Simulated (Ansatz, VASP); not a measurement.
## AlGa3N4: VASP beside Ansatz

File INCAR:

```
SYSTEM = AlGa3N4
PREC     = Accurate       ! precision mode
ENCUT    = 520            ! plane-wave cutoff, eV
EDIFF    = 1E-7           ! SCF threshold, eV
ISMEAR   = 0              ! smearing method
SIGMA    = 0.05           ! smearing width, eV
LREAL    = .False.        ! projectors in reciprocal space
LASPH    = .True.         ! aspherical terms in the spheres
NELM     = 100            ! most SCF steps
ALGO     = Normal         ! electronic algorithm
ISIF     = 2              ! what is computed and relaxed
LWAVE    = .False.        ! write WAVECAR
LCHARG   = .False.        ! write CHGCAR
NBANDS   = 41             ! bands
```

File KPOINTS:

```
Automatic mesh
0
Gamma
  6 6 6
  0 0 0
```

File POSCAR:

```
AlGa3N4
1.0
    4.3144662870      0.2004878810      0.2004878810
    0.2004878810      4.3144662870      0.2004878810
    0.2004878810      0.2004878810      4.3144662870
Al Ga N
1 3 4
Direct
    0.0000000000      0.0000000000      0.0000000000
    0.5000000000      0.5000000000      0.0000000000
    0.5000000000      0.0000000000      0.5000000000
    0.0000000000      0.5000000000      0.5000000000
    0.7548078379      0.7548078379      0.2451921621
    0.7548078379      0.2451921621      0.7548078379
    0.2451921621      0.7548078379      0.7548078379
    0.2451921621      0.2451921621      0.2451921621
```

Input for Ansatz:

```yaml
crystal:
  lattice:
    - [4.314466287, 0.200487881, 0.200487881]
    - [0.200487881, 4.314466287, 0.200487881]
    - [0.200487881, 0.200487881, 4.314466287]
  atoms:
    - { symbol: Al, position: [0.0, 0.0, 0.0] }
    - { symbol: Ga, position: [0.5, 0.5, 0.0] }
    - { symbol: Ga, position: [0.5, 0.0, 0.5] }
    - { symbol: Ga, position: [0.0, 0.5, 0.5] }
    - { symbol: "N", position: [0.7548078379, 0.7548078379, 0.2451921621] }
    - { symbol: "N", position: [0.7548078379, 0.2451921621, 0.7548078379] }
    - { symbol: "N", position: [0.2451921621, 0.7548078379, 0.7548078379] }
    - { symbol: "N", position: [0.2451921621, 0.2451921621, 0.2451921621] }
basis:
  ecutwfc: 520.0
kpoints:
  mp_grid: { grid: [6, 6, 6] }
hamiltonian:
  xc: lda
  pseudopotentials: { kind: paw, azcp: { folder: soft_1 } }
scf:
  occupations: { method: gaussian, width: 0.05 }
output:
  forces: true
  stress: true
  eigenvalues: true
```

Alike in both runs: task single point; functional LDA; k mesh 6 × 6 × 6; occupations gaussian, width 0.05 eV; no spin polarisation.

|  | VASP | Ansatz |
| --- | --- | --- |
| version | VASP 6.6.1 | Ansatz 0.2.0 |
| potentials or method | VASP PAW LDA potentials, release 64 (Al, Ga_d, N), cutoff 520 eV | scalar-relativistic, plane waves, PAW |
| valence electrons in the cell | 62 | 62 |

|  | VASP | Ansatz | Ansatz less VASP |
| --- | --- | --- | --- |
| gap on the k mesh at the Fermi level (eV) | 2.18 | 2.18 | +0.005 |
| least direct gap on the mesh (eV) | 2.18 | 2.18 | +0.005 |
| pressure (GPa) | 27.8 | 26.3 | -1.47 |
| traceless stress, the component that is largest in VASP (GPa) | -22.27 | -21.93 | +0.337 |
| rms of the force components (eV/Å) | 0.879 | 0.840 | -0.0383 |

Ansatz warns that its potentials were made for another functional, while VASP's fit it. LDA's correlation is that of Perdew and Zunger in VASP and of Perdew and Wang (1992) in Ansatz. Atom by atom the forces differ by 0.039 eV/Å (rms over components).
